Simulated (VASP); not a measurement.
# CdSe (rocksalt type) (Fm-3m) in VASP: further runs, part 2 of 2

VASP 6.6.1.

## Step 3: Single point, PBEsol (volume scaled by 0.94)

File INCAR:

```
ALGO     = Normal         # electronic algorithm
EDIFF    = 1E-6           # SCF threshold, eV
ENCUT    = 520            # plane-wave cutoff, eV
GGA      = PS             # functional
ISIF     = 2              # what is computed and relaxed
ISMEAR   = -1             # smearing method
LASPH    = T              # aspherical terms in the spheres
LCHARG   = F              # write CHGCAR
LREAL    = F              # projectors in reciprocal space
LWAVE    = F              # write WAVECAR
NBANDS   = 16             # bands
NELM     = 80             # most SCF steps
PREC     = Accurate       # precision mode
SIGMA    = 0.05           # smearing width, eV
```

File KPOINTS:

```
k-points
0
Gamma
  12 12 12
```

File POSCAR:

```
CdSe
1.0
    0.0000000000      2.7564613135      2.7564613135
    2.7564613135      0.0000000000      2.7564613135
    2.7564613135      2.7564613135      0.0000000000
Cd Se
1 1
Direct
    0.0000000000      0.0000000000      0.0000000000
    0.5000000000      0.5000000000      0.5000000000
```

Potentials or basis: VASP PAW PBE potentials, release 64 (Cd, Se).

Started as:

```
> cat potpaw_PBE.64/Cd/POTCAR potpaw_PBE.64/Se/POTCAR > POTCAR
> mpirun -np 1 vasp_std > vasp.out
```

OUTCAR:

```text
EDIFF = 1E-6
   ENCUT = 520
   GGA = PS
   ISIF = 2
   ISMEAR = -1
   LASPH = T
   LREAL = F
   NELM = 80
   PREC = Accurate

 ion  position               nearest neighbor table
   1  0.000  0.000  0.000-   2 2.76   2 2.76   2 2.76   2 2.76   2 2.76   2 2.76
   2  0.500  0.500  0.500-   1 2.76   1 2.76   1 2.76   1 2.76   1 2.76   1 2.76

  LATTYP: Found a face centered cubic cell.
 ALAT       =     5.5129226270

  Lattice vectors:

 A1 = (   0.0000000000,   2.7564613135,   2.7564613135)
 A2 = (   2.7564613135,   0.0000000000,   2.7564613135)
 A3 = (   2.7564613135,   2.7564613135,   0.0000000000)

Analysis of symmetry for initial positions (statically):
=====================================================================
 Subroutine PRICEL returns:
 Original cell was already a primitive cell.

 Routine SETGRP: Setting up the symmetry group for a
 face centered cubic supercell.

 Subroutine GETGRP returns: Found 48 space group operations
 (whereof 48 operations were pure point group operations)
[... 157 lines left out ...]
  ---------------------------------------------------
  ext. energy  EPLUGINS =         0.00000000
  ---------------------------------------------------
  free energy    TOTEN  =        -5.94425452 eV

  energy without entropy =       -5.93973221  energy(sigma->0) =       -5.94199337

 E-fermi :   3.3400     XC(G=0): -10.7967

 val. band max:        3.3160139195   @ k =  -0.2500   0.1667   0.0000
 cond. band min:       3.6112459032   @ k =  -0.4167   0.5000   0.0833
 fundamental gap:      0.2952319837
 Fermi energy:         3.3400457115

 k-point     1 :       0.0000    0.0000    0.0000
  band No.  band energies     occupation
      1     -10.4554      2.00000
      2      -4.8545      2.00000
      3      -4.8545      2.00000
      4      -4.8330      2.00000
      5      -4.8330      2.00000
      6      -4.8330      2.00000
[... 433 lines left out ...]
      3      -5.0781      2.00000
      4      -4.9534      2.00000
      5      -4.6328      2.00000
      6      -4.5930      2.00000
[... 8 lines left out ...]
     15      15.5042      0.00000
     16      16.1276      0.00000

 [... further k-points ...]
[... 5 lines left out ...]
  --------------------------------------------------------------------------------------
  -------------------------------------------------------------------------------------
  Total        1.4868168      1.4868168      1.4868168     -0.0000000      0.0000000     -0.0000000
  in kB       56.8698849     56.8698849     56.8698849     -0.0000000      0.0000000     -0.0000000
  external PRESSURE =      56.8698849 kB  Pullay stress =       0.0000000 kB

 VOLUME and BASIS-vectors are now :
 -----------------------------------------------------------------------------
  energy-cutoff  :      520.00
  volume of cell :       41.89
      direct lattice vectors                 reciprocal lattice vectors
     0.000000000  2.756461314  2.756461314    -0.181391989  0.181391989  0.181391989
     2.756461314  0.000000000  2.756461314     0.181391989 -0.181391989  0.181391989
     2.756461314  2.756461314  0.000000000     0.181391989  0.181391989 -0.181391989

 POSITION                                       TOTAL-FORCE (eV/Angst)
 -----------------------------------------------------------------------------------
      0.00000      0.00000      0.00000         0.000000      0.000000      0.000000
      2.75646      2.75646      2.75646         0.000000      0.000000     -0.000000
 -----------------------------------------------------------------------------------
    total drift:                               -0.000000      0.000000      0.000000

  FREE ENERGIE OF THE ION-ELECTRON SYSTEM (eV)
  ---------------------------------------------------
  free  energy   TOTEN  =        -5.9442545240 eV

  energy  without entropy=       -5.9397322091  energy(sigma->0) =       -5.94199337
```

OSZICAR:

```text
N       E                     dE             d eps       ncg     rms          rms(c)
DAV:   1     0.104840447228E+03    0.10484E+03   -0.91896E+03  2392   0.105E+03
DAV:   2    -0.293041907925E+01   -0.10777E+03   -0.10108E+03  2800   0.253E+02
DAV:   3    -0.633995901780E+01   -0.34095E+01   -0.34033E+01  2744   0.467E+01
DAV:   4    -0.634977385037E+01   -0.98148E-02   -0.98145E-02  2832   0.244E+00
DAV:   5    -0.634981127088E+01   -0.37421E-04   -0.37420E-04  2840   0.136E-01    0.686E+00
DAV:   6    -0.597075954417E+01    0.37905E+00   -0.57892E-01  3160   0.109E+01    0.562E+00
DAV:   7    -0.594633932068E+01    0.24420E-01   -0.12309E-01  2808   0.259E+00    0.258E+00
DAV:   8    -0.594455502743E+01    0.17843E-02   -0.15201E-02  2568   0.158E+00    0.270E-01
DAV:   9    -0.594427297438E+01    0.28205E-03   -0.15690E-03  2904   0.587E-01    0.348E-02
DAV:  10    -0.594424902471E+01    0.23950E-04   -0.16822E-04  2816   0.175E-01    0.274E-02
DAV:  11    -0.594425583746E+01   -0.68128E-05   -0.22136E-05  2776   0.442E-02    0.134E-02
DAV:  12    -0.594425468152E+01    0.11559E-05   -0.42446E-06  2736   0.265E-02    0.388E-03
DAV:  13    -0.594425452397E+01    0.15755E-06   -0.43371E-07  1288   0.509E-03
   1 F= -.59442545E+01 E0= -.59419934E+01  d E =-.452231E-02
```

Wall time 21 s (1 thread of Intel Xeon 6975P-C (Granite Rapids), shared host); peak memory 0.19 GiB.

What came out:

```yaml
Free_energy: -5.9443 eV
Pressure: 5.7 GPa
Band_gap_on_the_k_mesh: zero (band 9 reaches 3.32 eV, above the bottom of band 10 at 2.74 eV)
```

Caveat: the cell differs from its parent crystal (volume scaled by 0.94); the PAW data sets were made with another functional, which shifts forces and pressure a little.

## Step 4: Single point, PBEsol (volume scaled by 0.94)

File INCAR:

```
SYSTEM = CdSe
PREC     = Accurate       ! precision mode
ENCUT    = 520            ! plane-wave cutoff, eV
EDIFF    = 1E-6           ! SCF threshold, eV
ISMEAR   = -1             ! smearing method
SIGMA    = 0.05           ! smearing width, eV
LREAL    = .FALSE.        ! projectors in reciprocal space
LASPH    = .TRUE.         ! aspherical terms in the spheres
NELM     = 100            ! most SCF steps
ALGO     = Normal         ! electronic algorithm
ISIF     = 2              ! what is computed and relaxed
LWAVE    = .FALSE.        ! write WAVECAR
LCHARG   = .TRUE.         ! write CHGCAR
GGA      = PS             ! functional
LELF     = .TRUE.         ! ELF
LVHAR    = .TRUE.       
NBANDS   = 16             ! bands
```

File KPOINTS:

```
Automatic mesh
0
G
  12 12 12
  0 0 0
```

POSCAR is that of step 3.

Started as:

```
> cat potpaw_PBE.64/Cd/POTCAR potpaw_PBE.64/Se/POTCAR > POTCAR
> mpirun -np 1 vasp_std > vasp.out
```

Wall time 22 s (1 thread of Intel Xeon 6975P-C (Granite Rapids), shared host); peak memory 0.2 GiB.

Results (log left out):

```
Free energy            : -5.9443 eV
Pressure               : 5.7 GPa
Band gap on the k mesh : zero (band 9 reaches 3.32 eV, above the bottom of band 10 at 2.74 eV)
```

Levels at points of the mesh, in eV from the Fermi level:
```csv
k point,band 5,band 6,band 7,band 8,band 9,band 10,band 11,band 12,band 13,band 14
"(0.00, 0.00, 0.00)",-8.17,-8.17,-0.86,-0.86,-0.86,0.47,8.65,8.65,8.65,9.87
"(0.50, 0.00, 0.00)",-7.97,-7.97,-5.63,-0.04,-0.04,2.78,5.11,5.11,6.83,11.58
"(0.50, 0.50, 0.00)",-7.90,-7.20,-5.01,-2.60,-2.60,-0.60,5.16,10.49,11.11,11.11
```

Caveat: the cell differs from its parent crystal (volume scaled by 0.94); the PAW data sets were made with another functional, which shifts forces and pressure a little.

## Step 5: Single point, PBEsol

This run uses another cell than the first one, of 22.28 Å³/atom, 1.136 times its volume.

File INCAR:

```
PREC     = Accurate       # precision mode
ENCUT    = 520            # plane-wave cutoff, eV
EDIFF    = 1E-7           # SCF threshold, eV
ISMEAR   = -1             # smearing method
SIGMA    = 0.05           # smearing width, eV
LREAL    = False          # projectors in reciprocal space
LASPH    = True           # aspherical terms in the spheres
NELM     = 60             # most SCF steps
ALGO     = Normal         # electronic algorithm
ISIF     = 2              # what is computed and relaxed
LWAVE    = False          # write WAVECAR
LCHARG   = True           # write CHGCAR
GGA      = PS             # functional
LELF     = True           # ELF
LVHAR    = True         
NBANDS   = 16             # bands
```

File KPOINTS:

```
Automatic mesh
0
Gamma
  12 12 12
```

File POSCAR:

```
CdSe
1.0
    0.0000000000      2.8139040447      2.8139040447
    2.8139040447      0.0000000000      2.8139040447
    2.8139040447      2.8139040447      0.0000000000
Cd Se
1 1
Direct
    0.0000000000      0.0000000000      0.0000000000
    0.5000000000      0.5000000000      0.5000000000
```

Started as:

```
> cat potpaw_PBE.64/Cd/POTCAR potpaw_PBE.64/Se/POTCAR > POTCAR
> mpirun -np 1 vasp_std > vasp.out
```

Run time: 24 s. Hardware: 1 thread of Intel Xeon 6975P-C (Granite Rapids), shared host; peak memory 0.2 GiB.

It converged, with:

- Free energy: -5.9930 eV
- Pressure: 0.4 GPa
- Band gap on the k mesh: zero (band 9 reaches 2.70 eV, above the bottom of band 10 at 2.15 eV)

Levels at points of the mesh, in eV from the Fermi level:
```
           k point  band 7  band 8  band 9  band 10  band 11  band 12
(0.00, 0.00, 0.00)   -0.74   -0.74   -0.74     0.20     8.61     8.61
(0.50, 0.00, 0.00)   -5.31   -0.06   -0.06     2.84     5.14     5.14
(0.50, 0.50, 0.00)   -4.57   -2.34   -2.34    -0.57     5.25    10.04
```

Caveat: the PAW data sets were made with another functional, which shifts forces and pressure a little.

## Step 6: Relaxation of cell and atoms, PBEsol

This run uses another cell than the first one, of 19.45 Å³/atom, 0.992 times its volume.

File INCAR:

```
SYSTEM = CdSe
  ALGO = Normal
  EDIFF = 1E-6
  EDIFFG = -0.005
  ENCUT = 600
  GGA = PS
  IBRION = 2
  ISIF = 3
  ISMEAR = -1
  LASPH = .True.
  LCHARG = .False.
  LREAL = .False.
  LWAVE = .False.
  NELM = 100
  NSW = 60
  PREC = Accurate
  SIGMA = 0.05
```

File KPOINTS:

```
k-points
0
Gamma
  12 12 12
  0 0 0
```

File POSCAR:

```
CdSe
1.0
    0.0000000000      2.6892810254      2.6892810254
    2.6892810254      0.0000000000      2.6892810254
    2.6892810254      2.6892810254      0.0000000000
Cd Se
1 1
Direct
    0.0000000000      0.0000000000      0.0000000000
    0.5000000000      0.5000000000      0.5000000000
```

Potentials or basis: VASP PAW PBE potentials, release 64 (Cd, Se).

Started as:

```
> cat potpaw_PBE.64/Cd/POTCAR potpaw_PBE.64/Se/POTCAR > POTCAR
> mpirun -np 1 vasp_std > vasp.out
```

Wall time 43 s (1 thread of Intel Xeon 6975P-C (Granite Rapids), shared host); peak memory 0.21 GiB.

The run converged. Its results:

```
Free energy                            : -5.9914 eV
Relaxed volume                         : 22.41 Å³/atom
Relaxed cell                           : a = 3.987 Å, b = 3.987 Å, c = 3.987 Å, α = 60.00°, β = 60.00°, γ = 60.00°
Space group after relaxing (to 0.05 Å) : Fm-3m (No. 225)
Energy gained by relaxing              : 113.8 meV/atom
Ionic steps                            : 3
Pressure after relaxing                : 0.0 GPa
Band gap on the k mesh                 : zero (band 9 reaches 2.64 eV, above the bottom of band 10 at 2.10 eV)
```

Step by step:
```csv
step,energy change (eV),largest force (eV/Å),pressure (GPa),volume (Å³)
1,0.0000,0.0000,14.18,38.90
2,-0.1419,0.0000,-5.44,49.42
3,-0.2277,0.0000,0.00,44.83
```

Final structure:
```
Cd Se
1.0
     0.00000    2.81953    2.81953
     2.81953    0.00000    2.81953
     2.81953    2.81953    0.00000
Cd Se
1 1
Cartesian
  0.0000 0.0000 0.0000
  2.8195 2.8195 2.8195
```

Levels at points of the mesh, in eV from the Fermi level:
| k point | band 7 | band 8 | band 9 | band 10 | band 11 | band 12 |
| --- | --- | --- | --- | --- | --- | --- |
| (0.00, 0.00, 0.00) | -0.73 | -0.73 | -0.73 | 0.18 | 8.60 | 8.60 |
| (0.50, 0.00, 0.00) | -5.28 | -0.06 | -0.06 | 2.84 | 5.15 | 5.15 |
| (0.50, 0.50, 0.00) | -4.52 | -2.31 | -2.31 | -0.57 | 5.26 | 9.99 |

Caveat: the volume moved by over 15 % at a fixed basis, so the end points are rough; the PAW data sets were made with another functional, which shifts forces and pressure a little.

## Step 7: Overview

```csv
task,cell,cutoff (eV),gap on the mesh (eV),pressure (GPa)
single point,"a = 3.813 Å, angles 60.0°, 2 atoms",520,none,13.2
single point,"a = 3.898 Å, angles 60.0°, 2 atoms",520,none,5.7
single point,"a = 3.979 Å, angles 60.0°, 2 atoms",520,none,0.4
relaxation of cell and atoms,"relaxed from a = 3.803 Å, angles 60.0°, 2 atoms",600,none,0.0
```

Alike in all rows: level PBEsol; potentials or basis VASP PAW PBE potentials, release 64 (Cd, Se); no spin polarisation; k mesh 12 × 12 × 12; smearing fermi-dirac 0.05 eV.

Caveats: the PAW data sets were made with another functional, which shifts forces and pressure a little; the volume moved by over 15 % at a fixed basis, so the end points are rough (some runs).

Total energies depend on the potentials used, so only differences within one code and one set of settings carry meaning.
